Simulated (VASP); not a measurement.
# Rb (Im-3m) in VASP: further runs

Runs on Rb. Level: PBEsol. Tasks: single point.

Everything below comes from runs of VASP 6.6.1. Logs are shortened: lines on timing, memory, paths and dates and some standing lists are left out, and cuts for length are marked.

## Step 1: The cell of the first run

Symmetry: Im-3m, No. 229, cubic system. Conventional cell: a = 5.491 Å, b = 5.491 Å, c = 5.491 Å, α = 90.00°, β = 90.00°, γ = 90.00°.

## Step 2: Single point, PBEsol (82.76 Å³/atom)

Contents of INCAR:

```
PREC = Accurate
ENCUT = 520
EDIFF = 1E-6
ISMEAR = 0
SIGMA = 0.1
LREAL = False
LASPH = True
NELM = 80
ALGO = Normal
ISIF = 2
LWAVE = False
LCHARG = True
GGA = PS
LELF = True
LVHAR = True
NBANDS = 10
```

Contents of KPOINTS:

```
regular mesh
0
Gamma
  10 10 10
```

Contents of POSCAR:

```
Rb
1.0
   -2.7452900697      2.7452900697      2.7452900697
    2.7452900697     -2.7452900697      2.7452900697
    2.7452900697      2.7452900697     -2.7452900697
Rb
1
Direct
    0.0000000000      0.0000000000      0.0000000000
```

Potentials or basis: VASP PAW PBE potentials, release 64 (Rb_sv).

Command:

```
> cat potpaw_PBE.64/Rb_sv/POTCAR > POTCAR
> mpirun -np 1 vasp_std > vasp.out
```

OUTCAR:

```text
PREC = Accurate
   ENCUT = 520
   EDIFF = 1E-6
   ISMEAR = 0
   LREAL = False
   LASPH = True
   NELM = 80
   ISIF = 2
   GGA = PS

 ion  position               nearest neighbor table
   1  0.000  0.000  0.000-

  LATTYP: Found a body centered cubic cell.
 ALAT       =     5.4905801394

  Lattice vectors:

 A1 = (  -2.7452900697,   2.7452900697,   2.7452900697)
 A2 = (   2.7452900697,  -2.7452900697,   2.7452900697)
 A3 = (   2.7452900697,   2.7452900697,  -2.7452900697)

Analysis of symmetry for initial positions (statically):
=====================================================================
 Subroutine PRICEL returns:
 Original cell was already a primitive cell.

 Routine SETGRP: Setting up the symmetry group for a
 body centered cubic supercell.

 Subroutine GETGRP returns: Found 48 space group operations
 (whereof 48 operations were pure point group operations)
 out of a pool of 48 trial point group operations.

The static configuration has the point symmetry O_h .

Analysis of symmetry for dynamics (positions and initial velocities):
=====================================================================
 Subroutine PRICEL returns:
 Original cell was already a primitive cell.

 Routine SETGRP: Setting up the symmetry group for a
 body centered cubic supercell.

 Subroutine GETGRP returns: Found 48 space group operations
 (whereof 48 operations were pure point group operations)
 out of a pool of 48 trial point group operations.

The dynamic configuration has the point symmetry O_h .

 Subroutine INISYM returns: Found 48 space group operations
 (whereof 48 operations are pure point group operations),
 and found     1 'primitive' translations

----------------------------------------------------------------------------------------

                                     Primitive cell

  volume of cell :      82.7608

  direct lattice vectors                    reciprocal lattice vectors
    -2.745290070  2.745290070  2.745290070     0.000000000  0.182130116  0.182130116
     2.745290070 -2.745290070  2.745290070     0.182130116  0.000000000  0.182130116
     2.745290070  2.745290070 -2.745290070     0.182130116  0.182130116  0.000000000

  length of vectors
     4.754981882  4.754981882  4.754981882     0.257570881  0.257570881  0.257570881

  position of ions in fractional coordinates (direct lattice)
     0.000000000  0.000000000  0.000000000

  ion indices of the primitive-cell ions
   primitive index   ion index
                 1           1

----------------------------------------------------------------------------------------

 KPOINTS: regular mesh

Automatic generation of k-mesh.
 Grid dimensions read from file:
 generate k-points for:   10   10   10

 Generating k-lattice:

  Cartesian coordinates                     Fractional coordinates (reciprocal lattice)
     0.000000000  0.018213012  0.018213012     0.100000000  0.000000000  0.000000000
     0.018213012  0.000000000  0.018213012     0.000000000  0.100000000  0.000000000
     0.018213012  0.018213012  0.000000000     0.000000000  0.000000000  0.100000000

  Length of vectors
     0.025757088  0.025757088  0.025757088

  Shift w.r.t. Gamma in fractional coordinates (k-lattice)
     0.000000000  0.000000000  0.000000000

 Subroutine IBZKPT returns following result:
 ===========================================

 Found     47 irreducible k-points:

 Following reciprocal coordinates:
            Coordinates               Weight
  0.000000  0.000000  0.000000      1.000000
  0.100000  0.000000  0.000000     12.000000
  0.200000  0.000000  0.000000     12.000000
  0.300000  0.000000  0.000000     12.000000
  0.400000  0.000000  0.000000     12.000000
  0.500000  0.000000  0.000000      6.000000
[... 16 lines left out ...]
  0.300000  0.300000  0.100000      8.000000
 -0.300000  0.300000  0.100000     24.000000
 [... further k-points ...]
   k-points           NKPTS =     47   k-points in BZ     NKDIM =     47   number of bands    NBANDS=     10
   number of dos      NEDOS =    301   number of ions     NIONS =      1
   total plane-waves  NPLWV =  46656
   dimension x,y,z NGX =    36 NGY =   36 NGZ =   36
   dimension x,y,z NGXF=    72 NGYF=   72 NGZF=   72
   ions per type =               1
   NGX,Y,Z   is equivalent  to a cutoff of  12.59, 12.59, 12.59 a.u.
   NGXF,Y,Z  is equivalent  to a cutoff of  25.17, 25.17, 25.17 a.u.
 SYSTEM =  unknown system
   PREC   = accura    normal or accurate (medium, high low for compatibility)
   ISTART =      0    job   : 0-new  1-cont  2-samecut
   ICHARG =      2    charge: 1-file 2-atom 10-const
   ISPIN  =      1    spin polarized calculation?
   LNONCOLLINEAR =      F non collinear calculations
   LSORBIT =      F    spin-orbit coupling
   LASPH  =      T    aspherical Exc in radial PAW
   ENCUT  =  520.0 eV  38.22 Ry    6.18 a.u.   8.84  8.84  8.84*2*pi/ulx,y,z
   NELM   =     80;   NELMIN=  2; NELMDL= -5     # of ELM steps
   EDIFF  = 0.1E-05   stopping-criterion for ELM
   LREAL  =      F    real-space projection
   EDIFFG = 0.1E-04   stopping-criterion for IOM
   NSW    =      0    number of steps for IOM
   IBRION =     -1    ionic relax: 0-MD 1-quasi-New 2-CG
   NFREE  =      0    steps in history (QN), initial steepest desc. (CG)
   ISIF   =      2    stress and relaxation
   ISYM   =      2    0-nonsym 1-usesym 2-fastsym
   POTIM  = 0.5000    time-step for ionic-motion
   TEBEG  =    0.0;   TEEND  =   0.0 temperature during run
   PSTRESS=    0.0 pullay stress
   NELECT =       9.0000    total number of electrons
   NUPDOWN=      -1.0000    fix difference up-down
   EMIN   =  10.00;   EMAX   =-10.00  energy-range for DOS
   EFERMI =   0.00;   METHOD = LEGACY
   ISMEAR =     0;   SIGMA  =   0.10  broadening in eV -4-tet -1-fermi 0-gaus
   EFERMI_NEDOS =   21; number of points for ismear=-14 and -15
   IALGO  =     38    algorithm
   IMIX   =      4    mixing-type and parameters
     AMIX     =   0.40;   BMIX     =  1.00
     AMIX_MAG =   1.60;   BMIX_MAG =  1.00
  volume/ion in A,a.u.               =      82.76       558.50
  Fermi-wavevector in a.u.,A,eV,Ry     =   0.781413  1.476657  8.307808  0.610607
  Thomas-Fermi vector in A             =   1.884926
   LORBIT       =      0    0 simple, 1 ext, 2 COOP (PROOUT), +10 PAW based schemes
   GGA     = PS    functional components
   LHFCALC =     F    Hartree Fock is set to
   AEXX    =    0.0000 exact exchange contribution
   IVDW    =     0    specifies the selected vdW correction
   LEPSILON=     F    determine dielectric tensor
   LRPA    =     F    only Hartree local field effects (RPA)
 non-spin polarized calculation
 Gauss-broadening in eV      SIGMA  =   0.10
  energy-cutoff  :      520.00
  volume of cell :       82.76
 maximum number of plane-waves:      2252
   NGX = 17   NGY = 17   NGZ = 17

 number of electron       9.0000000 magnetization

 Free energy of the ion-electron system (eV)
  ---------------------------------------------------
  ext. energy  EPLUGINS =         0.00000000
  ---------------------------------------------------
  free energy    TOTEN  =        -1.02251473 eV

  energy without entropy =       -1.01621652  energy(sigma->0) =       -1.01936563

 E-fermi :   0.1668     XC(G=0):  -5.7628

 val. band max:        0.1657404544   @ k =  -0.3000   0.4000   0.2000
 cond. band min:       0.2498004089   @ k =  -0.4000   0.4000   0.2000
 fundamental gap:      0.0840599546
 Fermi energy:         0.1668049435

 k-point     1 :       0.0000    0.0000    0.0000
  band No.  band energies     occupation
      1     -28.6452      2.00000
      2     -12.6809      2.00000
      3     -12.6809      2.00000
      4     -12.6809      2.00000
      5      -1.9425      2.00000
      6       3.9280      0.00000
      7       3.9280      0.00000
      8       3.9280      0.00000
      9       4.9441      0.00000
     10       4.9441      0.00000

 k-point     2 :       0.1000    0.0000    0.0000
  band No.  band energies     occupation
      1     -28.6445      2.00000
      2     -12.6941      2.00000
      3     -12.6851      2.00000
      4     -12.6809      2.00000
      5      -1.8135      2.00000
      6       3.7303      0.00000
      7       3.7547      0.00000
      8       4.0503      0.00000
      9       4.7090      0.00000
     10       4.8978      0.00000

 k-point     3 :       0.2000    0.0000    0.0000
  band No.  band energies     occupation
      1     -28.6429      2.00000
      2     -12.7282      2.00000
      3     -12.6961      2.00000
      4     -12.6810      2.00000
      5      -1.4405      2.00000
      6       3.0668      0.00000
      7       3.3974      0.00000
      8       4.4114      0.00000
      9       4.6909      0.00000
     10       4.8484      0.00000

 k-point     4 :       0.3000    0.0000    0.0000
  band No.  band energies     occupation
      1     -28.6408      2.00000
      2     -12.7696      2.00000
      3     -12.7097      2.00000
      4     -12.6810      2.00000
      5      -0.8646      2.00000
      6       2.2892      0.00000
      7       3.0611      0.00000
      8       4.8108      0.00000
      9       4.9176      0.00000
     10       4.9943      0.00000

 k-point     5 :       0.4000    0.0000    0.0000
  band No.  band energies     occupation
      1     -28.6391      2.00000
      2     -12.8024      2.00000
      3     -12.7207      2.00000
      4     -12.6811      2.00000
      5      -0.1628      2.00000
      6       1.5458      0.00000
      7       2.8377      0.00000
      8       4.7388      0.00000
      9       5.1630      0.00000
     10       5.7685      0.00000

 k-point     6 :       0.5000    0.0000    0.0000
  band No.  band energies     occupation
      1     -28.6385      2.00000
      2     -12.8147      2.00000
      3     -12.7248      2.00000
      4     -12.6812      2.00000
      5       0.3734      0.00348
      6       1.0175      0.00000
      7       2.7604      0.00000
      8       4.6269      0.00000
      9       5.5926      0.00000
     10       5.6112      0.00000
[... 183 lines left out ...]
 k-point    21 :       0.3000    0.2000    0.1000
  band No.  band energies     occupation
      1     -28.6383      2.00000
      2     -12.7866      2.00000
      3     -12.7402      2.00000
      4     -12.7045      2.00000
      5       0.7060      0.00000
      6       1.4258      0.00000
      7       1.9899      0.00000
      8       3.9861      0.00000
      9       5.4121      0.00000
     10       5.6471      0.00000

 k-point    22 :      -0.2000    0.2000    0.1000
  band No.  band energies     occupation
      1     -28.6423      2.00000
      2     -12.7282      2.00000
      3     -12.7006      2.00000
      4     -12.6914      2.00000
      5      -1.3185      2.00000
      6       3.0989      0.00000
      7       3.4156      0.00000
      8       3.9621      0.00000
      9       4.4039      0.00000
     10       5.3738      0.00000

 k-point    23 :       0.3000    0.3000    0.1000
  band No.  band energies     occupation
      1     -28.6380      2.00000
      2     -12.7648      2.00000
      3     -12.7648      2.00000
      4     -12.7087      2.00000
      5       1.3401      0.00000
      6       1.3401      0.00000
      7       1.4834      0.00000
      8       3.7181      0.00000
      9       5.5318      0.00000
     10       5.5318      0.00000

 k-point    24 :      -0.3000    0.3000    0.1000
  band No.  band energies     occupation
      1     -28.6403      2.00000
      2     -12.7677      2.00000
      3     -12.7144      2.00000
      4     -12.6910      2.00000
      5      -0.7499      2.00000
      6       2.3185      0.00000
      7       3.1158      0.00000
      8       4.0483      0.00000
      9       4.9749      0.00000
     10       5.4221      0.00000

 [... further k-points ...]

------------------------ aborting loop because EDIFF is reached ----------------------------------------

  FORCE on cell =-STRESS in cart. coord.  units (eV):
  Direction    XX          YY          ZZ          XY          YZ          ZX
  --------------------------------------------------------------------------------------
  -------------------------------------------------------------------------------------
  Total        0.0740053      0.0740053      0.0740053     -0.0000000      0.0000000      0.0000000
  in kB        1.4326792      1.4326792      1.4326792     -0.0000000      0.0000000      0.0000000
  external PRESSURE =       1.4326792 kB  Pullay stress =       0.0000000 kB

 VOLUME and BASIS-vectors are now :
 -----------------------------------------------------------------------------
  energy-cutoff  :      520.00
  volume of cell :       82.76
      direct lattice vectors                 reciprocal lattice vectors
    -2.745290070  2.745290070  2.745290070     0.000000000  0.182130116  0.182130116
     2.745290070 -2.745290070  2.745290070     0.182130116  0.000000000  0.182130116
     2.745290070  2.745290070 -2.745290070     0.182130116  0.182130116  0.000000000

 POSITION                                       TOTAL-FORCE (eV/Angst)
 -----------------------------------------------------------------------------------
      0.00000      0.00000      0.00000        -0.000000      0.000000     -0.000000
 -----------------------------------------------------------------------------------
    total drift:                               -0.000000      0.000000      0.000000

  FREE ENERGIE OF THE ION-ELECTRON SYSTEM (eV)
  ---------------------------------------------------
  free  energy   TOTEN  =        -1.0225147333 eV

  energy  without entropy=       -1.0162165247  energy(sigma->0) =       -1.01936563
```

Wall time 22 s (1 thread of Intel Xeon Platinum 8488C (Sapphire Rapids), shared host); peak memory 0.21 GiB.

Results:

| Property | Result |
| --- | --- |
| Free energy | -1.0225 eV |
| Pressure | 0.1 GPa |
| Band gap on the k mesh | zero (an odd number of electrons rules out a gap without spin polarisation) |

Levels at points of the mesh, in eV from the Fermi level:
```tsv
k point	band 1	band 2	band 3	band 4	band 5	band 6	band 7	band 8	band 9	band 10
(0.00, 0.00, 0.00)	-28.81	-12.85	-12.85	-12.85	-2.11	3.76	3.76	3.76	4.78	4.78
(0.50, 0.00, 0.00)	-28.81	-12.98	-12.89	-12.85	0.21	0.85	2.59	4.46	5.43	5.44
(0.50, 0.50, 0.50)	-28.80	-12.94	-12.94	-12.94	1.19	1.19	3.49	3.49	3.49	5.33
```

Caveat: the PAW data sets were made with another functional, which shifts forces and pressure a little.

[end of part 1 of 2]

The gap in the log of VASP goes by the Fermi energy; the results here count the filled bands.